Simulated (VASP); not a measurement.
Si: single point with PBE

Si:

```
Si
1.0
     0.00000    2.67880    2.67880
     2.67880    0.00000    2.67880
     2.67880    2.67880    0.00000
Si
2
Direct
  0.00000 0.00000 0.00000
  0.25000 0.25000 0.25000
```

```json
{
  "Program": "VASP 6.6.1",
  "Task": "single point",
  "Functional": "PBE",
  "Potentials or basis": "VASP PAW PBE potentials, release 64 (Si)",
  "Cutoff": "500 eV",
  "k mesh": "3 × 3 × 3",
  "Occupations": "gaussian, width 0.01 eV",
  "Spin": "no spin polarisation",
  "Dipole correction": "no",
  "Further INCAR settings": "ALGO = Normal; EDIFF = 1e-06; NBANDS = 11"
}
```

| Property | Result |
| --- | --- |
| Pressure | 8.6 GPa |
| Band gap on the k mesh | 0.62 eV, indirect (least direct gap 2.53 eV) |

Levels at points of the mesh, in eV from the valence-band top:
| k point | band 1 | band 2 | band 3 | band 4 | band 5 | band 6 | band 7 | band 8 |
| --- | --- | --- | --- | --- | --- | --- | --- | --- |
| (0.00, 0.00, 0.00) | -12.27 | 0.00 | 0.00 | 0.00 | 2.53 | 2.53 | 2.53 | 3.86 |

Wall time 2.1 s on 1 thread of Intel(R) Xeon(R) Platinum 8488C (Sapphire Rapids) (shared host), peak memory 0.14 GiB.

Caveat: the k points lie up to 0.68 Å⁻¹ apart. A k mesh can miss the band edges.
